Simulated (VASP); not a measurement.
# MgO (P6_3mc) in VASP: notebook, part 2 of 2

VASP 6.6.1. Earlier steps stand in the parts before.

## (3) Single point, PBEsol

This run uses another cell than the first one, of the same volume but with other edges.

INCAR reads:

```
SYSTEM = MgO
PREC = Accurate ; ENCUT = 600
EDIFF = 1E-6 ; ISMEAR = 1
SIGMA = 0.05 ; LREAL = .FALSE.
LASPH = .TRUE. ; NELM = 120
ALGO = Normal ; ISIF = 2
LWAVE = .FALSE. ; LCHARG = .FALSE.
GGA = PS ; NBANDS = 16
GGA_COMPAT = .FALSE.
```

KPOINTS reads:

```
Automatic mesh
0
G
  9 9 6
  0 0 0
```

POSCAR reads:

```
MgO
1.0
    3.1197997655      0.0000000000      0.0000000000
   -1.5598998828      2.7018258517      0.0000000000
    0.0000000000      0.0000000000      5.7834848054
Mg O
2 2
Direct
    0.3333333333      0.6666666667     -0.0229692219
    0.6666666667      0.3333333333      0.4770307781
    0.3333333333      0.6666666667      0.3982811987
    0.6666666667      0.3333333333      0.8982811987
```

Potentials or basis: VASP PAW PBE potentials, release 64 (Mg, O).

Started as:

```console
cat potpaw_PBE.64/Mg/POTCAR potpaw_PBE.64/O/POTCAR > POTCAR
mpirun -np 1 vasp_std > vasp.out
```

OUTCAR:

```text
SYSTEM = MgO
   PREC = Accurate
   ENCUT = 600
   EDIFF = 1E-6
   ISMEAR = 1
   LREAL = .FALSE.
   LASPH = .TRUE.
   NELM = 120
   ISIF = 2
   GGA = PS

 ion  position               nearest neighbor table
   1  0.333  0.667  0.977-   4 1.86   4 1.86   4 1.86   3 2.44   2 3.41   2 3.41   2 3.41   2 3.41
                             2 3.41   2 3.41
   2  0.667  0.333  0.477-   3 1.86   3 1.86   3 1.86   4 2.44   1 3.41   1 3.41   1 3.41   1 3.41
                             1 3.41   1 3.41
   3  0.333  0.667  0.398-   2 1.86   2 1.86   2 1.86   1 2.44
   4  0.667  0.333  0.898-   1 1.86   1 1.86   1 1.86   2 2.44

  LATTYP: Found a hexagonal cell.
 ALAT       =     3.1197997655
 C/A-ratio  =     1.8538000000

  Lattice vectors:

 A1 = (   3.1197997655,   0.0000000000,   0.0000000000)
 A2 = (  -1.5598998828,   2.7018258517,   0.0000000000)
 A3 = (   0.0000000000,   0.0000000000,   5.7834848054)

Analysis of symmetry for initial positions (statically):
=====================================================================
 Subroutine PRICEL returns:
 Original cell was already a primitive cell.

 Routine SETGRP: Setting up the symmetry group for a
 hexagonal supercell.

 Subroutine GETGRP returns: Found 12 space group operations
 (whereof  6 operations were pure point group operations)
 out of a pool of 24 trial point group operations.

The static configuration has the point symmetry C_3v.
 The point group associated with its full space group is C_6v.

Analysis of symmetry for dynamics (positions and initial velocities):
=====================================================================
 Subroutine PRICEL returns:
 Original cell was already a primitive cell.

 Routine SETGRP: Setting up the symmetry group for a
 hexagonal supercell.

 Subroutine GETGRP returns: Found 12 space group operations
 (whereof  6 operations were pure point group operations)
 out of a pool of 24 trial point group operations.

[... 127 lines left out ...]
  Fermi-wavevector in a.u.,A,eV,Ry     =   1.129250  2.133974 17.350238  1.275207
  Thomas-Fermi vector in A             =   2.265943
   LORBIT       =      0    0 simple, 1 ext, 2 COOP (PROOUT), +10 PAW based schemes
   GGA     = PS    functional components
   LHFCALC =     F    Hartree Fock is set to
   AEXX    =    0.0000 exact exchange contribution
   IVDW    =     0    specifies the selected vdW correction
   LEPSILON=     F    determine dielectric tensor
   LRPA    =     F    only Hartree local field effects (RPA)
 non-spin polarized calculation
 Methfessel and Paxton  Order N= 1 SIGMA  =   0.05
  energy-cutoff  :      600.00
  volume of cell :       48.75
 maximum number of plane-waves:      1644
 NGX is ok and might be reduce to    28

 number of electron      16.0000000 magnetization

 Free energy of the ion-electron system (eV)
  ---------------------------------------------------
  ext. energy  EPLUGINS =         0.00000000
  ---------------------------------------------------
  free energy    TOTEN  =       -23.61252141 eV

  energy without entropy =      -23.61267991  energy(sigma->0) =      -23.61257425

 E-fermi :   0.5074     XC(G=0):  -9.7734

 val. band max:        0.4713394762   @ k =   0.1111   0.0000   0.0000
 cond. band min:       3.8125623795   @ k =   0.0000   0.0000   0.0000
 fundamental gap:      3.3412229033
 Fermi energy:         0.5073826763

 k-point     1 :       0.0000    0.0000    0.0000
  band No.  band energies     occupation
      1     -15.3736      2.00000
      2     -14.9248      2.00000
      3      -2.5837      2.00000
      4       0.2500      2.00000
      5       0.2500      2.00000
      6       0.3682      2.00059
[... 433 lines left out ...]
      3      -1.7904      2.00000
      4      -1.2643      2.00000
      5      -1.2643      2.00000
      6      -1.0824      2.00000
[... 8 lines left out ...]
     15      13.7454      0.00000
     16      18.4450      0.00000

 [... further k-points ...]

------------------------ aborting loop because EDIFF is reached ----------------------------------------

  FORCE on cell =-STRESS in cart. coord.  units (eV):
  Direction    XX          YY          ZZ          XY          YZ          ZX
  --------------------------------------------------------------------------------------
  -------------------------------------------------------------------------------------
  Total        6.4966954      6.4966954     -4.0973866     -0.0000000      0.0000000     -0.0000000
  in kB      213.5155046    213.5155046   -134.6616249     -0.0000000      0.0000000     -0.0000000
  external PRESSURE =      97.4564614 kB  Pullay stress =       0.0000000 kB

 VOLUME and BASIS-vectors are now :
 -----------------------------------------------------------------------------
  energy-cutoff  :      600.00
  volume of cell :       48.75
      direct lattice vectors                 reciprocal lattice vectors
     3.119799765  0.000000000  0.000000000     0.320533392  0.185060040  0.000000000
    -1.559899883  2.701825852  0.000000000     0.000000000  0.370120080  0.000000000
     0.000000000  0.000000000  5.783484805     0.000000000  0.000000000  0.172906134

 POSITION                                       TOTAL-FORCE (eV/Angst)
 -----------------------------------------------------------------------------------
     -0.00000      1.80122      5.65064         0.000000      0.000000      1.108963
      1.55990      0.90061      2.75890        -0.000000      0.000000      1.108963
     -0.00000      1.80122      2.30345         0.000000     -0.000000     -1.108963
      1.55990      0.90061      5.19520        -0.000000      0.000000     -1.108963
 -----------------------------------------------------------------------------------
    total drift:                               -0.000000      0.000000     -0.001671

  FREE ENERGIE OF THE ION-ELECTRON SYSTEM (eV)
  ---------------------------------------------------
  free  energy   TOTEN  =       -23.6125214135 eV

  energy  without entropy=      -23.6126799104  energy(sigma->0) =      -23.61257425
```

stdout:

```text
POSCAR found type information on POSCAR MgO
 POSCAR found :  2 types and       4 ions
 scaLAPACK will be used
 -----------------------------------------------------------------------------
|                                                                             |
|                                                                             |
|     You enforced a specific xc type in the INCAR file but a different       |
|     I HOPE YOU KNOW WHAT YOU ARE DOING!                                     |
|                                                                             |
 -----------------------------------------------------------------------------

 LDA part: xc-table for (Slater+PW92), standard interpolation
 POSCAR, INCAR and KPOINTS ok, starting setup
 FFT: planning ... GRIDC
 FFT: planning ... GRID_SOFT
 FFT: planning ... GRID
 WAVECAR not read
 entering main loop
```

Run time: 22 s. Hardware: 1 thread of Intel Xeon 6975P-C (Granite Rapids), shared host; peak memory 0.2 GiB.

What came out:

```yaml
Free_energy: -23.6125 eV
Pressure: 9.7 GPa
Largest_force: 1.109 eV/Å
Band_gap_on_the_k_mesh: 3.34 eV, indirect (least direct gap 3.35 eV)
```

Forces in eV/Å, atoms in the order of the input:
```
Mg   0.000  0.000  1.109
Mg   0.000  0.000  1.109
O    0.000  0.000 -1.109
O    0.000  0.000 -1.109
```

Caveat: the PAW data sets were made with another functional, which shifts forces and pressure a little. A k mesh can miss the band edges.

## (4) Single point, PBE

This run uses another cell than the first one, of the same volume but with other edges.

INCAR reads:

```
SYSTEM = MgO
PREC = Accurate ; ENCUT = 600
EDIFF = 1E-6 ; ISMEAR = 1
SIGMA = 0.05 ; LREAL = .FALSE.
LASPH = .TRUE. ; NELM = 120
ALGO = Normal ; ISIF = 2
LWAVE = .FALSE. ; LCHARG = .TRUE.
GGA = PE ; LELF = .TRUE.
LVHAR = .TRUE. ; NBANDS = 16
GGA_COMPAT = .FALSE.
```

KPOINTS is that of step 3.

POSCAR reads:

```
MgO
1.0
    3.4772157108      0.0000000000      0.0000000000
   -1.7386078554      3.0113571399      0.0000000000
    0.0000000000      0.0000000000      4.6556441151
Mg O
2 2
Direct
    0.3333333333      0.6666666667      0.0063188013
    0.6666666667      0.3333333333      0.5063188013
    0.3333333333      0.6666666667      0.3982811987
    0.6666666667      0.3333333333      0.8982811987
```

Started as:

```console
cat potpaw_PBE.64/Mg/POTCAR potpaw_PBE.64/O/POTCAR > POTCAR
mpirun -np 1 vasp_std > vasp.out
```

It took 20 s on 1 thread of Intel Xeon 6975P-C (Granite Rapids), shared host; peak memory 0.2 GiB.

Results (log left out):

```
Free energy            : -23.1135 eV
Pressure               : 1.8 GPa
Largest force          : 2.114 eV/Å
Band gap on the k mesh : 3.20 eV, direct
```

Forces in eV/Å, atoms in the order of the input:
```
Mg   0.000  0.000 -2.114
Mg   0.000  0.000 -2.114
O    0.000  0.000  2.114
O    0.000  0.000  2.114
```

Stress tensor (GPa, compression positive):
```
-8.50  0.00  0.00
 0.00 -8.50  0.00
 0.00  0.00 22.39
```

Levels at points of the mesh, in eV from the valence-band top:
```
           k point  band 5  band 6  band 7  band 8  band 9  band 10  band 11  band 12
(0.00, 0.00, 0.00)   -1.01   -0.48   -0.48    0.00    3.20     8.12    10.74    12.80
(0.00, 0.00, 0.50)   -0.76   -0.76   -0.76   -0.76    5.75     5.75    13.28    13.28
```

Caveat: forces of over 1 eV/Å act on the atoms, so gaps and moduli don't describe the material at rest. PBE gaps usually lie below the measured ones, often by a third to a half.

## (5) Single point, PBE

This run uses another cell than the first one, of the same volume but with other edges.

INCAR reads:

```
PREC = Accurate
ENCUT = 600
EDIFF = 1E-6
ISMEAR = 0
SIGMA = 0.05
LREAL = F
LASPH = T
NELM = 120
ALGO = Normal
ISIF = 2
LWAVE = F
LCHARG = T
GGA = PE
LELF = T
LVHAR = T
NBANDS = 16
GGA_COMPAT = F
```

KPOINTS reads:

```
Automatic mesh
0
Gamma
  9 9 6
```

POSCAR reads:

```
MgO
1.0
    3.3924438902      0.0000000000      0.0000000000
   -1.6962219451      2.9379425898      0.0000000000
    0.0000000000      0.0000000000      4.8912256008
Mg O
2 2
Direct
    0.3333333333      0.6666666667      0.0063188013
    0.6666666667      0.3333333333      0.5063188013
    0.3333333333      0.6666666667      0.3982811987
    0.6666666667      0.3333333333      0.8982811987
```

Potentials or basis: VASP PAW PBE potentials, release 64 (Mg, O).

Started as:

```console
cat potpaw_PBE.64/Mg/POTCAR potpaw_PBE.64/O/POTCAR > POTCAR
mpirun -np 1 vasp_std > vasp.out
```

OUTCAR:

```text
PREC = Accurate
   ENCUT = 600
   EDIFF = 1E-6
   ISMEAR = 0
   LREAL = F
   LASPH = T
   NELM = 120
   ISIF = 2
   GGA = PE

 ion  position               nearest neighbor table
   1  0.333  0.667  0.006-   3 1.92   4 2.03   4 2.03   4 2.03   2 3.13   2 3.13   2 3.13   2 3.13
                             2 3.13   2 3.13
   2  0.667  0.333  0.506-   4 1.92   3 2.03   3 2.03   3 2.03   1 3.13   1 3.13   1 3.13   1 3.13
                             1 3.13   1 3.13
   3  0.333  0.667  0.398-   1 1.92   2 2.03   2 2.03   2 2.03
   4  0.667  0.333  0.898-   2 1.92   1 2.03   1 2.03   1 2.03
[... 661 lines left out ...]
  --------------------------------------------------------------------------------------
  -------------------------------------------------------------------------------------
  Total       -1.5368837     -1.5368837      2.6651600      0.0000000      0.0000000      0.0000000
  in kB      -50.5100636    -50.5100636     87.5911432      0.0000000      0.0000000      0.0000000
  external PRESSURE =      -4.4763280 kB  Pullay stress =       0.0000000 kB

 VOLUME and BASIS-vectors are now :
 -----------------------------------------------------------------------------
  energy-cutoff  :      600.00
  volume of cell :       48.75
      direct lattice vectors                 reciprocal lattice vectors
     3.392443890  0.000000000  0.000000000     0.294772746  0.170187124  0.000000000
    -1.696221945  2.937942590  0.000000000     0.000000000  0.340374248  0.000000000
     0.000000000  0.000000000  4.891225601     0.000000000  0.000000000  0.204447736

 POSITION                                       TOTAL-FORCE (eV/Angst)
 -----------------------------------------------------------------------------------
     -0.00000      1.95863      0.03091        -0.000000      0.000000     -0.794641
      1.69622      0.97931      2.47652        -0.000000     -0.000000     -0.794641
     -0.00000      1.95863      1.94808        -0.000000     -0.000000      0.794641
      1.69622      0.97931      4.39370         0.000000     -0.000000      0.794641
 -----------------------------------------------------------------------------------
    total drift:                               -0.000000      0.000000     -0.000765

  FREE ENERGIE OF THE ION-ELECTRON SYSTEM (eV)
  ---------------------------------------------------
  free  energy   TOTEN  =       -23.4457500073 eV

  energy  without entropy=      -23.4457500073  energy(sigma->0) =      -23.44575001
```

Wall time 20 s (1 thread of Intel Xeon 6975P-C (Granite Rapids), shared host); peak memory 0.2 GiB.

What came out:

```yaml
Free_energy: -23.4458 eV
Pressure: -0.4 GPa
Largest_force: 0.795 eV/Å
Band_gap_on_the_k_mesh: 3.29 eV, direct
```

Forces in eV/Å, atoms in the order of the input:
```
Mg   0.000  0.000 -0.795
Mg   0.000  0.000 -0.795
O    0.000  0.000  0.795
O    0.000  0.000  0.795
```

Stress tensor (GPa, compression positive):
```
-5.05  0.00  0.00
 0.00 -5.05  0.00
 0.00  0.00  8.76
```

## (6) Overview

```tsv
level	cell	smearing	gap on the mesh (eV)	pressure (GPa)	largest force (eV/Å)
PBE	a = 3.571, b = 3.571, c = 4.414 Å, angles 90.0, 90.0, 120.0°, 4 atoms	gaussian 0.05 eV	3.21	16.3	7.19
PBEsol	a = 3.120, b = 3.120, c = 5.783 Å, angles 90.0, 90.0, 120.0°, 4 atoms	methfessel-paxton 0.05 eV	3.34	9.7	1.11
PBE	a = 3.477, b = 3.477, c = 4.656 Å, angles 90.0, 90.0, 120.0°, 4 atoms	methfessel-paxton 0.05 eV	3.20	1.8	2.11
PBE	a = 3.392, b = 3.392, c = 4.891 Å, angles 90.0, 90.0, 120.0°, 4 atoms	gaussian 0.05 eV	3.29	-0.4	0.79
```

Alike in all rows: task single point; potentials or basis VASP PAW PBE potentials, release 64 (Mg, O); no spin polarisation; k mesh 9 × 9 × 6; cutoff (eV) 600.

Caveats: forces of over 1 eV/Å act on the atoms, so gaps and moduli don't describe the material at rest (some runs); the PAW data sets were made with another functional, which shifts forces and pressure a little (some runs).

Total energies depend on the potentials used, so only differences within one code and one set of settings carry meaning.
